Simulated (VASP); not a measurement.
MgO (Periclase), 2 atoms in the cell. It takes space group Fm-3m (No. 225, cubic). Conventional cell: a = 4.217 Å, b = 4.217 Å, c = 4.217 Å, α = 90.00°, β = 90.00°, γ = 90.00°. Within 2.8 Å of Mg (site symmetry m-3m) lie 6 O at 2.11 Å. O (site symmetry m-3m) has 6 Mg at 2.11 Å within 2.8 Å. 

- Program: VASP 6.6.1
- Task: single point
- Functional: PBEsol
- Potentials or basis: VASP PAW PBE potentials, release 64 (Mg, O)
- Cutoff: 520 eV
- k mesh: 6 × 6 × 6
- Occupations: gaussian, width 0.01 eV
- Spin: no spin polarisation
- Dipole correction: no
- Further INCAR settings: ALGO = Normal; EDIFF = 1e-07; NBANDS = 11

Potentials or basis: VASP PAW PBE potentials, release 64 (Mg, O).

Command:

```console
$ cat potpaw_PBE.64/Mg/POTCAR potpaw_PBE.64/O/POTCAR > POTCAR
$ mpirun -np 1 vasp_std > vasp.out
```

Hardware: 1 thread of Intel Xeon 8259CL, with other jobs on the host.

Problem. How long does it take, and how much memory?

Solution. Run time: 5.6 s on 1 thread of Intel Xeon 8259CL, on a shared host, peak memory 0.14 GiB. Counts: scf iterations 13, k points 16.
